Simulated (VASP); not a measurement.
# Tl in VASP: a series of runs

The runs below take Tl through single point, with PBE.

Program: VASP 6.6.1. These are calculated values, not measurements. Logs are shortened: lines on timing, memory, paths and dates and some standing lists are left out, and cuts for length are marked.

### Step 1. The cell of the first run

The cell holds a sheet with vacuum, 2 atoms: a = 5.599 Å, b = 5.599 Å, c = 14.000 Å, α = 90.00°, β = 90.00°, γ = 120.00°.

### Step 2. Single point, PBE

File INCAR:

```
SYSTEM = Tl
ALGO = Normal
DIPOL = 0.5 0.5 0.500
EDIFF = 1E-7
ENCUT = 520
GGA = PE
IDIPOL = 3
ISIF = 2
ISMEAR = 0
LASPH = .TRUE.
LCHARG = .FALSE.
LDIPOL = .TRUE.
LREAL = .FALSE.
LWAVE = .FALSE.
NBANDS = 20
NELM = 100
PREC = Accurate
SIGMA = 0.1
```

File KPOINTS:

```
k-points
0
G
  6 6 1
  0 0 0
```

File POSCAR:

```
Tl
1.0
    5.5988690000      0.0000000000      0.0000000000
   -2.7994340000      4.8487620000      0.0000000000
    0.0000000000      0.0000000000     14.0000000000
Tl
2
Direct
    0.6666666700      0.3333333300      0.5000000000
    0.3333333300      0.6666666700      0.5000000000
```

Potentials or basis: VASP PAW PBE potentials, release 64 (Tl_d).

Launch:

```sh
cat potpaw_PBE.64/Tl_d/POTCAR > POTCAR
mpirun -np 1 vasp_std > vasp.out
```

OUTCAR:

```text
SYSTEM = Tl
   EDIFF = 1E-7
   ENCUT = 520
   GGA = PE
   ISIF = 2
   ISMEAR = 0
   LASPH = .TRUE.
   LREAL = .FALSE.
   NELM = 100
   PREC = Accurate

 ion  position               nearest neighbor table
   1  0.667  0.333  0.500-   2 3.23   2 3.23   2 3.23
   2  0.333  0.667  0.500-   1 3.23   1 3.23   1 3.23

  LATTYP: Found a hexagonal cell.
 ALAT       =     5.5988690000
 C/A-ratio  =     2.5005050127

  Lattice vectors:

 A1 = (   5.5988690000,   0.0000000000,   0.0000000000)
 A2 = (  -2.7994340000,   4.8487620000,   0.0000000000)
 A3 = (   0.0000000000,   0.0000000000,  14.0000000000)

Analysis of symmetry for initial positions (statically):
=====================================================================
 Subroutine PRICEL returns:
 Original cell was already a primitive cell.

 Routine SETGRP: Setting up the symmetry group for a
 hexagonal supercell.

 Subroutine GETGRP returns: Found 24 space group operations
 (whereof 24 operations were pure point group operations)
 out of a pool of 24 trial point group operations.

The static configuration has the point symmetry D_6h.

Analysis of symmetry for dynamics (positions and initial velocities):
=====================================================================
 Subroutine PRICEL returns:
 Original cell was already a primitive cell.

 Routine SETGRP: Setting up the symmetry group for a
 hexagonal supercell.

 Subroutine GETGRP returns: Found 24 space group operations
 (whereof 24 operations were pure point group operations)
 out of a pool of 24 trial point group operations.

The dynamic configuration has the point symmetry D_6h.

 Subroutine INISYM returns: Found 24 space group operations
 (whereof 24 operations are pure point group operations),
 and found     1 'primitive' translations

----------------------------------------------------------------------------------------

                                     Primitive cell

  volume of cell :     380.0662

  direct lattice vectors                    reciprocal lattice vectors
     5.598869000  0.000000000  0.000000000     0.178607501  0.103119087  0.000000000
    -2.799434000  4.848762000  0.000000000     0.000000000  0.206238211  0.000000000
     0.000000000  0.000000000 14.000000000     0.000000000  0.000000000  0.071428571

  length of vectors
     5.598869000  5.598868069 14.000000000     0.206238177  0.206238211  0.071428571

  position of ions in fractional coordinates (direct lattice)
     0.666666670  0.333333330  0.500000000
     0.333333330  0.666666670  0.500000000

  ion indices of the primitive-cell ions
   primitive index   ion index
                 1           1
                 2           2

----------------------------------------------------------------------------------------

 KPOINTS: k-points

Automatic generation of k-mesh.
 Grid dimensions read from file:
 generate k-points for:    6    6    1

 Generating k-lattice:

  Cartesian coordinates                     Fractional coordinates (reciprocal lattice)
     0.029767917  0.017186515  0.000000000     0.166666667  0.000000000  0.000000000
     0.000000000  0.034373035  0.000000000     0.000000000  0.166666667  0.000000000
     0.000000000  0.000000000  0.071428571     0.000000000  0.000000000  1.000000000

  Length of vectors
     0.034373029  0.034373035  0.071428571

  Shift w.r.t. Gamma in fractional coordinates (k-lattice)
     0.000000000  0.000000000  0.000000000

 Subroutine IBZKPT returns following result:
 ===========================================

 Found      7 irreducible k-points:

 Following reciprocal coordinates:
            Coordinates               Weight
  0.000000  0.000000  0.000000      1.000000
  0.166667  0.000000  0.000000      6.000000
  0.333333 -0.000000  0.000000      6.000000
  0.500000 -0.000000  0.000000      3.000000
  0.166667  0.166667  0.000000      6.000000
  0.333333  0.166667  0.000000     12.000000
  0.333333  0.333333  0.000000      2.000000
   k-points           NKPTS =      7   k-points in BZ     NKDIM =      7   number of bands    NBANDS=     20
   number of dos      NEDOS =    301   number of ions     NIONS =      2
   total plane-waves  NPLWV = 190512
   dimension x,y,z NGX =    42 NGY =   42 NGZ =  108
   dimension x,y,z NGXF=    84 NGYF=   84 NGZF=  216
   ions per type =               2
   NGX,Y,Z   is equivalent  to a cutoff of  12.47, 12.47, 12.82 a.u.
   NGXF,Y,Z  is equivalent  to a cutoff of  24.94, 24.94, 25.65 a.u.
 SYSTEM =  Tl
   PREC   = accura    normal or accurate (medium, high low for compatibility)
   ISTART =      0    job   : 0-new  1-cont  2-samecut
   ICHARG =      2    charge: 1-file 2-atom 10-const
   ISPIN  =      1    spin polarized calculation?
   LNONCOLLINEAR =      F non collinear calculations
   LSORBIT =      F    spin-orbit coupling
   LASPH  =      T    aspherical Exc in radial PAW
   ENCUT  =  520.0 eV  38.22 Ry    6.18 a.u.  10.41 10.41 26.03*2*pi/ulx,y,z
   NELM   =    100;   NELMIN=  2; NELMDL= -5     # of ELM steps
   EDIFF  = 0.1E-06   stopping-criterion for ELM
   LREAL  =      F    real-space projection
   EDIFFG = 0.1E-05   stopping-criterion for IOM
   NSW    =      0    number of steps for IOM
   IBRION =     -1    ionic relax: 0-MD 1-quasi-New 2-CG
   NFREE  =      0    steps in history (QN), initial steepest desc. (CG)
   ISIF   =      2    stress and relaxation
   ISYM   =      2    0-nonsym 1-usesym 2-fastsym
   POTIM  = 0.5000    time-step for ionic-motion
   TEBEG  =    0.0;   TEEND  =   0.0 temperature during run
   PSTRESS=    0.0 pullay stress
   NELECT =      26.0000    total number of electrons
   NUPDOWN=      -1.0000    fix difference up-down
   EMIN   =  10.00;   EMAX   =-10.00  energy-range for DOS
   EFERMI =   0.00;   METHOD = LEGACY
   ISMEAR =     0;   SIGMA  =   0.10  broadening in eV -4-tet -1-fermi 0-gaus
   EFERMI_NEDOS =   21; number of points for ismear=-14 and -15
   IALGO  =     38    algorithm
   IMIX   =      4    mixing-type and parameters
     AMIX     =   0.40;   BMIX     =  1.00
     AMIX_MAG =   1.60;   BMIX_MAG =  1.00
  volume/ion in A,a.u.               =     190.03      1282.41
  Fermi-wavevector in a.u.,A,eV,Ry     =   0.669545  1.265256  6.099356  0.448290
  Thomas-Fermi vector in A             =   1.744792
   LORBIT       =      0    0 simple, 1 ext, 2 COOP (PROOUT), +10 PAW based schemes
   GGA     = PE    functional components
   LHFCALC =     F    Hartree Fock is set to
   AEXX    =    0.0000 exact exchange contribution
   IVDW    =     0    specifies the selected vdW correction
   LEPSILON=     F    determine dielectric tensor
   LRPA    =     F    only Hartree local field effects (RPA)
 non-spin polarized calculation
 Gauss-broadening in eV      SIGMA  =   0.10
  energy-cutoff  :      520.00
  volume of cell :      380.07
 maximum number of plane-waves:     10277
 NGX is ok and might be reduce to    42
   NGX = 21   NGY = 21   NGZ = 53

 number of electron      25.9999987 magnetization

 dipolmoment           0.000000      0.000000      0.000000 electrons x Angstroem

 Free energy of the ion-electron system (eV)
  ---------------------------------------------------
  ext. energy  EPLUGINS =         0.00000000
  ---------------------------------------------------
  free energy    TOTEN  =        -3.18851409 eV

  energy without entropy =       -3.18260925  energy(sigma->0) =       -3.18556167

 E-fermi :  -1.7787     XC(G=0):  -2.7150

 val. band max:       -1.8873693352   @ k =   0.3333  -0.0000   0.0000
 cond. band min:      -1.6705237015   @ k =   0.1667   0.1667   0.0000
 fundamental gap:      0.2168456337
 Fermi energy:        -1.7786785062

 k-point     1 :       0.0000    0.0000    0.0000
  band No.  band energies     occupation
      1     -13.7391      2.00000
      2     -13.6181      2.00000
      3     -13.6181      2.00000
      4     -13.5546      2.00000
      5     -13.5546      2.00000
      6     -13.4153      2.00000
[... 12 lines left out ...]
     19       1.9666      0.00000
     20       2.1209      0.00000

 k-point     2 :       0.1667    0.0000    0.0000
  band No.  band energies     occupation
      1     -13.7352      2.00000
      2     -13.6233      2.00000
      3     -13.6092      2.00000
      4     -13.6052      2.00000
      5     -13.6034      2.00000
      6     -13.4241      2.00000
[... 12 lines left out ...]
     19       2.1262      0.00000
     20       2.4447      0.00000

 k-point     3 :       0.3333   -0.0000    0.0000
  band No.  band energies     occupation
      1     -13.7319      2.00000
      2     -13.6676      2.00000
      3     -13.6655      2.00000
      4     -13.6330      2.00000
      5     -13.5876      2.00000
      6     -13.4495      2.00000
[... 12 lines left out ...]
     19       2.5709      0.00000
     20       3.2320      0.00000

 k-point     4 :       0.5000   -0.0000    0.0000
  band No.  band energies     occupation
      1     -13.7365      2.00000
      2     -13.6925      2.00000
      3     -13.6818      2.00000
      4     -13.6376      2.00000
      5     -13.5732      2.00000
      6     -13.4658      2.00000
[... 12 lines left out ...]
     19       2.9929      0.00000
     20       3.5058      0.00000

 k-point     5 :       0.1667    0.1667    0.0000
  band No.  band energies     occupation
      1     -13.7334      2.00000
      2     -13.6607      2.00000
      3     -13.6455      2.00000
      4     -13.6326      2.00000
      5     -13.5907      2.00000
      6     -13.4452      2.00000
[... 12 lines left out ...]
     19       2.4021      0.00000
     20       3.0159      0.00000

 k-point     6 :       0.3333    0.1667    0.0000
  band No.  band energies     occupation
      1     -13.7487      2.00000
      2     -13.6850      2.00000
      3     -13.6766      2.00000
      4     -13.6421      2.00000
      5     -13.5623      2.00000
      6     -13.4761      2.00000
[... 12 lines left out ...]
     19       2.6261      0.00000
     20       3.1463      0.00000

 k-point     7 :       0.3333    0.3333    0.0000
  band No.  band energies     occupation
      1     -13.7659      2.00000
      2     -13.6821      2.00000
      3     -13.6821      2.00000
      4     -13.6481      2.00000
      5     -13.5194      2.00000
      6     -13.5194      2.00000
[... 12 lines left out ...]
     19       2.9138      0.00000
     20       2.9138      0.00000

------------------------ aborting loop because EDIFF is reached ----------------------------------------

 vacuum level on the upper side and lower side of the slab       (xc-potential included)        -0.127        -0.127

  FORCE on cell =-STRESS in cart. coord.  units (eV):
  Direction    XX          YY          ZZ          XY          YZ          ZX
  --------------------------------------------------------------------------------------
  -------------------------------------------------------------------------------------
  Total       -1.3101259     -1.3101255     -0.0286309     -0.0000001      0.0000000      0.0000000
  in kB       -5.5228647     -5.5228629     -0.1206944     -0.0000006      0.0000000      0.0000000
  external PRESSURE =      -3.7221406 kB  Pullay stress =       0.0000000 kB

 VOLUME and BASIS-vectors are now :
 -----------------------------------------------------------------------------
  energy-cutoff  :      520.00
  volume of cell :      380.07
      direct lattice vectors                 reciprocal lattice vectors
     5.598869000  0.000000000  0.000000000     0.178607501  0.103119087  0.000000000
    -2.799434000  4.848762000  0.000000000     0.000000000  0.206238211  0.000000000
     0.000000000  0.000000000 14.000000000     0.000000000  0.000000000  0.071428571

 POSITION                                       TOTAL-FORCE (eV/Angst)
 -----------------------------------------------------------------------------------
      2.79943      1.61625      7.00000        -0.000000      0.000000      0.000000
      0.00000      3.23251      7.00000         0.000000      0.000000     -0.000000
 -----------------------------------------------------------------------------------
    total drift:                                0.000000      0.000000      0.000000

  FREE ENERGIE OF THE ION-ELECTRON SYSTEM (eV)
  ---------------------------------------------------
  free  energy   TOTEN  =        -3.1885140947 eV

  energy  without entropy=       -3.1826092521  energy(sigma->0) =       -3.18556167

 vacuum level on the upper side and lower side of the slab         1.444         1.444
```

Run time: 46 s. Hardware: 1 thread of Intel Xeon 6975P-C (Granite Rapids), shared host; peak memory 0.45 GiB.

Results:

```yaml
Free_energy: -3.1885 eV
Band_gap_on_the_k_mesh: 0.22 eV, indirect (least direct gap 0.37 eV)
```

Caveat: spin-orbit coupling is left out, which moves the levels of the heavy elements.

### Step 3. Single point, PBE

File INCAR:

```
ALGO = Normal
DIPOL = 0.5 0.5 0.500
EDIFF = 1E-6
ENCUT = 520
GGA = PE
IDIPOL = 3
ISIF = 2
ISMEAR = 0
LASPH = T
LCHARG = T
LDIPOL = T
LELF = T
LREAL = F
LVACPOTAV = T
LVHAR = T
LWAVE = F
NBANDS = 20
NELM = 60
PREC = Accurate
SIGMA = 0.1
```

File KPOINTS:

```
k-points
0
Gamma
  6 6 1
```

POSCAR is that of step 2.

Potentials or basis: VASP PAW PBE potentials, release 64 (Tl_d).

Launch:

```sh
cat potpaw_PBE.64/Tl_d/POTCAR > POTCAR
mpirun -np 1 vasp_std > vasp.out
```

OUTCAR:

```text
EDIFF = 1E-6
   ENCUT = 520
   GGA = PE
   ISIF = 2
   ISMEAR = 0
   LASPH = T
   LREAL = F
   NELM = 60
   PREC = Accurate

 ion  position               nearest neighbor table
   1  0.667  0.333  0.500-   2 3.23   2 3.23   2 3.23
   2  0.333  0.667  0.500-   1 3.23   1 3.23   1 3.23

  LATTYP: Found a hexagonal cell.
 ALAT       =     5.5988690000
 C/A-ratio  =     2.5005050127

  Lattice vectors:

 A1 = (   5.5988690000,   0.0000000000,   0.0000000000)
 A2 = (  -2.7994340000,   4.8487620000,   0.0000000000)
 A3 = (   0.0000000000,   0.0000000000,  14.0000000000)

Analysis of symmetry for initial positions (statically):
=====================================================================
 Subroutine PRICEL returns:
 Original cell was already a primitive cell.

 Routine SETGRP: Setting up the symmetry group for a
 hexagonal supercell.

 Subroutine GETGRP returns: Found 24 space group operations
 (whereof 24 operations were pure point group operations)
 out of a pool of 24 trial point group operations.

The static configuration has the point symmetry D_6h.

[... 142 lines left out ...]

  energy without entropy =       -3.18260925  energy(sigma->0) =       -3.18556167

 E-fermi :  -1.7787     XC(G=0):  -2.7150

 val. band max:       -1.8873693352   @ k =   0.3333  -0.0000   0.0000
 cond. band min:      -1.6705237015   @ k =   0.1667   0.1667   0.0000
 fundamental gap:      0.2168456337
 Fermi energy:        -1.7786785062

 k-point     1 :       0.0000    0.0000    0.0000
  band No.  band energies     occupation
      1     -13.7391      2.00000
      2     -13.6181      2.00000
      3     -13.6181      2.00000
      4     -13.5546      2.00000
      5     -13.5546      2.00000
      6     -13.4153      2.00000
[... 150 lines left out ...]
     19       2.9138      0.00000
     20       2.9138      0.00000

------------------------ aborting loop because EDIFF is reached ----------------------------------------

  FORCE on cell =-STRESS in cart. coord.  units (eV):
  Direction    XX          YY          ZZ          XY          YZ          ZX
  --------------------------------------------------------------------------------------
  -------------------------------------------------------------------------------------
  Total       -1.3101253     -1.3101248     -0.0286298     -0.0000001     -0.0000000     -0.0000000
  in kB       -5.5228620     -5.5228602     -0.1206893     -0.0000006     -0.0000000     -0.0000000
  external PRESSURE =      -3.7221372 kB  Pullay stress =       0.0000000 kB

 VOLUME and BASIS-vectors are now :
 -----------------------------------------------------------------------------
  energy-cutoff  :      520.00
  volume of cell :      380.07
      direct lattice vectors                 reciprocal lattice vectors
     5.598869000  0.000000000  0.000000000     0.178607501  0.103119087  0.000000000
    -2.799434000  4.848762000  0.000000000     0.000000000  0.206238211  0.000000000
     0.000000000  0.000000000 14.000000000     0.000000000  0.000000000  0.071428571

 POSITION                                       TOTAL-FORCE (eV/Angst)
 -----------------------------------------------------------------------------------
      2.79943      1.61625      7.00000        -0.000000     -0.000000      0.000000
      0.00000      3.23251      7.00000         0.000000      0.000000     -0.000000
 -----------------------------------------------------------------------------------
    total drift:                                0.000000      0.000000      0.000000

  FREE ENERGIE OF THE ION-ELECTRON SYSTEM (eV)
  ---------------------------------------------------
  free  energy   TOTEN  =        -3.1885140947 eV

  energy  without entropy=       -3.1826092521  energy(sigma->0) =       -3.18556167

 vacuum level on the upper side and lower side of the slab         1.555         1.555
```

stdout:

```text
POSCAR found type information on POSCAR Tl
 POSCAR found :  1 types and       2 ions
 scaLAPACK will be used
 LDA part: xc-table for (Slater+PW92), standard interpolation
 POSCAR, INCAR and KPOINTS ok, starting setup
 FFT: planning ... GRIDC
 FFT: planning ... GRID_SOFT
 FFT: planning ... GRID
 WAVECAR not read
 entering main loop
 -----------------------------------------------------------------------------
|                                                                             |
|           W    W    AA    RRRRR   N    N  II  N    N   GGGG   !!!           |
|           W    W   A  A   R    R  NN   N  II  NN   N  G    G  !!!           |
|           W    W  A    A  R    R  N N  N  II  N N  N  G       !!!           |
|           W WW W  AAAAAA  RRRRR   N  N N  II  N  N N  G  GGG   !            |
|           WW  WW  A    A  R   R   N   NN  II  N   NN  G    G                |
|           W    W  A    A  R    R  N    N  II  N    N   GGGG   !!!           |
|                                                                             |
|     Did not find any points to average over, which means that no vacuum     |
|     field-free region was found. Please increase the size of  your cell     |
|     in the dimension of the dipole correction to obtain accurate            |
|     workfunction values.                                                    |
|                                                                             |
 -----------------------------------------------------------------------------
```

It took 49 s on 1 thread of Intel Xeon 6975P-C (Granite Rapids), shared host; peak memory 0.45 GiB.

Results:

```yaml
Free_energy: -3.1885 eV
Band_gap_on_the_k_mesh: 0.22 eV, indirect (least direct gap 0.37 eV)
```

Levels at points of the mesh, in eV from the valence-band top:
| k point | band 9 | band 10 | band 11 | band 12 | band 13 | band 14 | band 15 | band 16 | band 17 | band 18 |
| --- | --- | --- | --- | --- | --- | --- | --- | --- | --- | --- |
| (0.00, 0.00, 0.00) | -11.46 | -11.46 | -7.53 | -3.30 | -0.28 | 0.74 | 0.74 | 2.68 | 3.72 | 3.72 |
| (0.50, 0.00, 0.00) | -11.32 | -11.29 | -6.54 | -5.43 | -0.18 | 0.82 | 1.00 | 1.86 | 4.23 | 4.44 |

Caveat: spin-orbit coupling is left out, which moves the levels of the heavy elements.
